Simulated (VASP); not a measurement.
# Ru (P6_3/mmc) in VASP: a series of runs

Aim: see how the results for Ru move with the level of theory and the settings. Levels: r2SCAN, PBEsol. Tasks: single point, relaxation of cell and atoms.

All numbers are computed with VASP 6.6.1; they aren't measurements. Logs are shortened: lines on timing, memory, paths and dates and some standing lists are left out, and cuts for length are marked.

## Step 1: The cell of the first run

Symmetry: P6_3/mmc, No. 194, hexagonal system. The conventional cell has a = 2.706 Å, b = 2.706 Å, c = 4.282 Å, α = 90.00°, β = 90.00°, γ = 120.00°. Ru (site symmetry -6m2) has 12 Ru at 2.65 to 2.71 Å within 3.5 Å.

## Step 2: Single point, r2SCAN

Contents of POSCAR:

```
Ru
1.0
    2.7058000000      0.0000000000      0.0000000000
   -1.3529000000      2.3432915376      0.0000000000
    0.0000000000      0.0000000000      4.2819000000
Ru
2
Direct
    0.6666666667      0.3333333333      0.7500000000
    0.3333333333      0.6666666667      0.2500000000
```

Contents of INCAR.step1:

```
SYSTEM = Ru
ALGO = Normal
EDIFF = 1E-4
ENCUT = 520
GGA = PE
ISMEAR = -5
LASPH = .TRUE.
LCHARG = .FALSE.
LREAL = .FALSE.
LWAVE = .TRUE.
NBANDS = 21
NELM = 60
PREC = Accurate
SIGMA = 0.1
```

Contents of INCAR.step2:

```
SYSTEM = Ru
ALGO = Normal
EDIFF = 1E-7
ENCUT = 520
ISIF = 2
ISMEAR = -5
ISTART = 1
LASPH = .TRUE.
LCHARG = .FALSE.
LMIXTAU = .TRUE.
LREAL = .FALSE.
LWAVE = .FALSE.
METAGGA = R2SCAN
NBANDS = 21
NELM = 60
PREC = Accurate
SIGMA = 0.1
```

Contents of KPOINTS:

```
k-points
0
G
  11 11 6
  0 0 0
```

Potentials or basis: VASP PAW PBE potentials, release 64 (Ru_pv).

Run with:

```
> cat potpaw_PBE.64/Ru_pv/POTCAR > POTCAR
> cp INCAR.step1 INCAR
> mpirun -np 1 vasp_std > vasp.out
> cp INCAR.step2 INCAR
> mpirun -np 1 vasp_std > vasp.out
```

OUTCAR:

```text
SYSTEM = Ru
   EDIFF = 1E-7
   ENCUT = 520
   ISIF = 2
   ISMEAR = -5
   ISTART = 1
   LASPH = .TRUE.
   LREAL = .FALSE.
   METAGGA = R2SCAN
   NELM = 60
   PREC = Accurate

 ion  position               nearest neighbor table
   1  0.667  0.333  0.750-   2 2.65   2 2.65   2 2.65   2 2.65   2 2.65   2 2.65
   2  0.333  0.667  0.250-   1 2.65   1 2.65   1 2.65   1 2.65   1 2.65   1 2.65

  LATTYP: Found a hexagonal cell.
 ALAT       =     2.7058000000
 C/A-ratio  =     1.5824894671

  Lattice vectors:

 A1 = (   2.7058000000,   0.0000000000,   0.0000000000)
 A2 = (  -1.3529000000,   2.3432915376,   0.0000000000)
 A3 = (   0.0000000000,   0.0000000000,   4.2819000000)

Analysis of symmetry for initial positions (statically):
=====================================================================
 Subroutine PRICEL returns:
 Original cell was already a primitive cell.

 Routine SETGRP: Setting up the symmetry group for a
 hexagonal supercell.

 Subroutine GETGRP returns: Found 24 space group operations
 (whereof 12 operations were pure point group operations)
 out of a pool of 24 trial point group operations.

The static configuration has the point symmetry D_3d.
 The point group associated with its full space group is D_6h.

Analysis of symmetry for dynamics (positions and initial velocities):
=====================================================================
 Subroutine PRICEL returns:
 Original cell was already a primitive cell.

 Routine SETGRP: Setting up the symmetry group for a
 hexagonal supercell.

 Subroutine GETGRP returns: Found 24 space group operations
 (whereof 12 operations were pure point group operations)
 out of a pool of 24 trial point group operations.

The dynamic configuration has the point symmetry D_3d.
 The point group associated with its full space group is D_6h.

 Subroutine INISYM returns: Found 24 space group operations
 (whereof 12 operations are pure point group operations),
 and found     1 'primitive' translations

----------------------------------------------------------------------------------------

                                     Primitive cell

  volume of cell :      27.1493

  direct lattice vectors                    reciprocal lattice vectors
     2.705800000  0.000000000  0.000000000     0.369576465  0.213375072  0.000000000
    -1.352900000  2.343291538  0.000000000     0.000000000  0.426750144  0.000000000
     0.000000000  0.000000000  4.281900000     0.000000000  0.000000000  0.233541185

  length of vectors
     2.705800000  2.705800000  4.281900000     0.426750144  0.426750144  0.233541185

  position of ions in fractional coordinates (direct lattice)
     0.666666667  0.333333333  0.750000000
     0.333333333  0.666666667  0.250000000

  ion indices of the primitive-cell ions
   primitive index   ion index
                 1           1
                 2           2

----------------------------------------------------------------------------------------

 KPOINTS: k-points

Automatic generation of k-mesh.
 Grid dimensions read from file:
 generate k-points for:   11   11    6

 Generating k-lattice:

  Cartesian coordinates                     Fractional coordinates (reciprocal lattice)
     0.033597860  0.019397734  0.000000000     0.090909091  0.000000000  0.000000000
     0.000000000  0.038795468  0.000000000     0.000000000  0.090909091  0.000000000
     0.000000000  0.000000000  0.038923531     0.000000000  0.000000000  0.166666667

  Length of vectors
     0.038795468  0.038795468  0.038923531

  Shift w.r.t. Gamma in fractional coordinates (k-lattice)
     0.000000000  0.000000000  0.000000000

 TETIRR: Found    759 inequivalent tetrahedra from     4356

 Subroutine IBZKPT returns following result:
 ===========================================

 Found     64 irreducible k-points:

 Following reciprocal coordinates:
            Coordinates               Weight
  0.000000  0.000000  0.000000      1.000000
  0.090909  0.000000  0.000000      6.000000
  0.181818  0.000000  0.000000      6.000000
  0.272727  0.000000  0.000000      6.000000
  0.363636  0.000000  0.000000      6.000000
  0.454545  0.000000  0.000000      6.000000
[... 16 lines left out ...]
  0.090909  0.090909  0.166667     12.000000
  0.181818  0.090909  0.166667     24.000000
 [... further k-points ...]
   k-points           NKPTS =     64   k-points in BZ     NKDIM =     64   number of bands    NBANDS=     21
   number of dos      NEDOS =    301   number of ions     NIONS =      2
   total plane-waves  NPLWV =  12800
   dimension x,y,z NGX =    20 NGY =   20 NGZ =   32
   dimension x,y,z NGXF=    40 NGYF=   40 NGZF=   64
   ions per type =               2
   NGX,Y,Z   is equivalent  to a cutoff of  12.29, 12.29, 12.42 a.u.
   NGXF,Y,Z  is equivalent  to a cutoff of  24.58, 24.58, 24.85 a.u.
 SYSTEM =  Ru
   PREC   = accura    normal or accurate (medium, high low for compatibility)
   ISTART =      1    job   : 0-new  1-cont  2-samecut
   ICHARG =      0    charge: 1-file 2-atom 10-const
   ISPIN  =      1    spin polarized calculation?
   LNONCOLLINEAR =      F non collinear calculations
   LSORBIT =      F    spin-orbit coupling
   LASPH  =      T    aspherical Exc in radial PAW
   ENCUT  =  520.0 eV  38.22 Ry    6.18 a.u.   5.03  5.03  7.96*2*pi/ulx,y,z
   NELM   =     60;   NELMIN=  2; NELMDL=  0     # of ELM steps
   EDIFF  = 0.1E-06   stopping-criterion for ELM
   LREAL  =      F    real-space projection
   EDIFFG = 0.1E-05   stopping-criterion for IOM
   NSW    =      0    number of steps for IOM
   IBRION =     -1    ionic relax: 0-MD 1-quasi-New 2-CG
   NFREE  =      0    steps in history (QN), initial steepest desc. (CG)
   ISIF   =      2    stress and relaxation
   ISYM   =      2    0-nonsym 1-usesym 2-fastsym
   POTIM  = 0.5000    time-step for ionic-motion
   TEBEG  =    0.0;   TEEND  =   0.0 temperature during run
   PSTRESS=    0.0 pullay stress
   NELECT =      28.0000    total number of electrons
   NUPDOWN=      -1.0000    fix difference up-down
   EMIN   =  10.00;   EMAX   =-10.00  energy-range for DOS
   EFERMI =   0.00;   METHOD = LEGACY
   ISMEAR =    -5;   SIGMA  =   0.10  broadening in eV -4-tet -1-fermi 0-gaus
   EFERMI_NEDOS =   21; number of points for ismear=-14 and -15
   IALGO  =     38    algorithm
   IMIX   =      4    mixing-type and parameters
     AMIX     =   0.40;   BMIX     =  1.00
     AMIX_MAG =   1.60;   BMIX_MAG =  1.00
  volume/ion in A,a.u.               =      13.57        91.61
  Fermi-wavevector in a.u.,A,eV,Ry     =   1.654022  3.125649 37.222674  2.735789
  Thomas-Fermi vector in A             =   2.742361
   LORBIT       =      0    0 simple, 1 ext, 2 COOP (PROOUT), +10 PAW based schemes
   METAGGA = R2SCAN    functional components
   LHFCALC =     F    Hartree Fock is set to
   AEXX    =    0.0000 exact exchange contribution
   IVDW    =     0    specifies the selected vdW correction
   LEPSILON=     F    determine dielectric tensor
   LRPA    =     F    only Hartree local field effects (RPA)
 non-spin polarized calculation
 Fermi weights with tetrahedron method with Bloechl corrections
  energy-cutoff  :      520.00
  volume of cell :       27.15
 maximum number of plane-waves:       744
 NGX is ok and might be reduce to    20
   NGX =  9   NGY =  9   NGZ = 15

 number of electron      28.0000008 magnetization

 Free energy of the ion-electron system (eV)
  ---------------------------------------------------
  ext. energy  EPLUGINS =         0.00000000
  ---------------------------------------------------
  free energy    TOTEN  =       -50.85296195 eV

  energy without entropy =      -50.85296195  energy(sigma->0) =      -50.85296195

 E-fermi :  12.7217     XC(G=0): -15.4141

 val. band max:       12.8798488008   @ k =   0.4545   0.0000   0.3333
 cond. band min:      12.5251898922   @ k =   0.2727   0.0000   0.1667
 fundamental gap:     -0.3546589086
 Fermi energy:        12.7217000791

 k-point     1 :       0.0000    0.0000    0.0000
  band No.  band energies     occupation
      1     -32.3656      2.00000
      2     -31.3665      2.00000
      3     -31.3665      2.00000
      4     -31.1836      2.00000
      5     -31.1836      2.00000
      6     -31.1325      2.00000
[... 13 lines left out ...]
     20      21.1038      0.00000
     21      23.5565      0.00000

 k-point     2 :       0.0909    0.0000    0.0000
  band No.  band energies     occupation
      1     -32.3354      2.00000
      2     -31.4305      2.00000
      3     -31.3879      2.00000
      4     -31.2505      2.00000
      5     -31.1924      2.00000
      6     -31.1466      2.00000
[... 13 lines left out ...]
     20      21.1037      0.00000
     21      23.5057      0.00000

 k-point     3 :       0.1818    0.0000    0.0000
  band No.  band energies     occupation
      1     -32.2494      2.00000
      2     -31.6025      2.00000
      3     -31.4435      2.00000
      4     -31.4254      2.00000
      5     -31.2177      2.00000
      6     -31.1888      2.00000
[... 13 lines left out ...]
     20      21.1038      0.00000
     21      23.3478      0.00000

 k-point     4 :       0.2727    0.0000    0.0000
  band No.  band energies     occupation
      1     -32.1221      2.00000
      2     -31.8278      2.00000
      3     -31.6454      2.00000
      4     -31.5130      2.00000
      5     -31.2586      2.00000
      6     -31.2534      2.00000
[... 13 lines left out ...]
     20      21.1038      0.00000
     21      23.1392      0.00000

 k-point     5 :       0.3636    0.0000    0.0000
  band No.  band energies     occupation
      1     -32.0342      2.00000
      2     -31.9784      2.00000
      3     -31.8394      2.00000
      4     -31.5745      2.00000
      5     -31.3492      2.00000
      6     -31.2877      2.00000
[... 13 lines left out ...]
     20      22.5292      0.00000
     21      23.3011      0.00000
[... 382 lines left out ...]
     20      21.1038      0.00000
     21      24.3775      0.00000

 k-point    22 :       0.4545    0.0000    0.1667
  band No.  band energies     occupation
      1     -32.2166      2.00000
      2     -32.0206      2.00000
      3     -31.7574      2.00000
      4     -31.5904      2.00000
      5     -31.4049      2.00000
      6     -31.3293      2.00000
[... 13 lines left out ...]
     20      21.1037      0.00000
     21      23.8098      0.00000

 k-point    23 :       0.0909    0.0909    0.1667
  band No.  band energies     occupation
      1     -32.2167      2.00000
      2     -31.5129      2.00000
      3     -31.4648      2.00000
      4     -31.3813      2.00000
      5     -31.2339      2.00000
      6     -31.2044      2.00000
[... 13 lines left out ...]
     20      21.1037      0.00000
     21      24.8868      0.00000

 k-point    24 :       0.1818    0.0909    0.1667
  band No.  band energies     occupation
      1     -32.1419      2.00000
      2     -31.6852      2.00000
      3     -31.6331      2.00000
      4     -31.4651      2.00000
      5     -31.2824      2.00000
      6     -31.2413      2.00000
[... 13 lines left out ...]
     20      21.1038      0.00000
     21      25.0177      0.00000

 [... further k-points ...]
[... 5 lines left out ...]
  --------------------------------------------------------------------------------------
  -------------------------------------------------------------------------------------
  Total        0.0114005      0.0114005     -0.3293561     -0.0000000      0.0000000      0.0000000
  in kB        0.6727825      0.6727825    -19.4364868     -0.0000000      0.0000000      0.0000000
  external PRESSURE =      -6.0303073 kB  Pullay stress =       0.0000000 kB

 VOLUME and BASIS-vectors are now :
 -----------------------------------------------------------------------------
  energy-cutoff  :      520.00
  volume of cell :       27.15
      direct lattice vectors                 reciprocal lattice vectors
     2.705800000  0.000000000  0.000000000     0.369576465  0.213375072  0.000000000
    -1.352900000  2.343291538  0.000000000     0.000000000  0.426750144  0.000000000
     0.000000000  0.000000000  4.281900000     0.000000000  0.000000000  0.233541185

 POSITION                                       TOTAL-FORCE (eV/Angst)
 -----------------------------------------------------------------------------------
      1.35290      0.78110      3.21143         0.000000      0.000000      0.000000
     -0.00000      1.56219      1.07048        -0.000000      0.000000      0.000000
 -----------------------------------------------------------------------------------
    total drift:                               -0.000000      0.000000     -0.000000

  FREE ENERGIE OF THE ION-ELECTRON SYSTEM (eV)
  ---------------------------------------------------
  free  energy   TOTEN  =       -50.8529619547 eV

  energy  without entropy=      -50.8529619547  energy(sigma->0) =      -50.85296195
```

It took 71 s on 1 thread of AMD EPYC 9R45 (Zen 5), shared host; peak memory 0.13 GiB.

What came out:

```
Free energy            : -50.8530 eV
Pressure               : -0.6 GPa
Band gap on the k mesh : zero (band 14 reaches 14.27 eV, above the bottom of band 15 at 11.07 eV)
```

Stress tensor (GPa, compression positive):
```
 0.07  0.00  0.00
 0.00  0.07  0.00
 0.00  0.00 -1.94
```

Caveat: the PAW data sets were made with another functional, which shifts forces and pressure a little; tetrahedron occupations give inexact forces and stress in metals.

(Continued in part 2 of 2.)
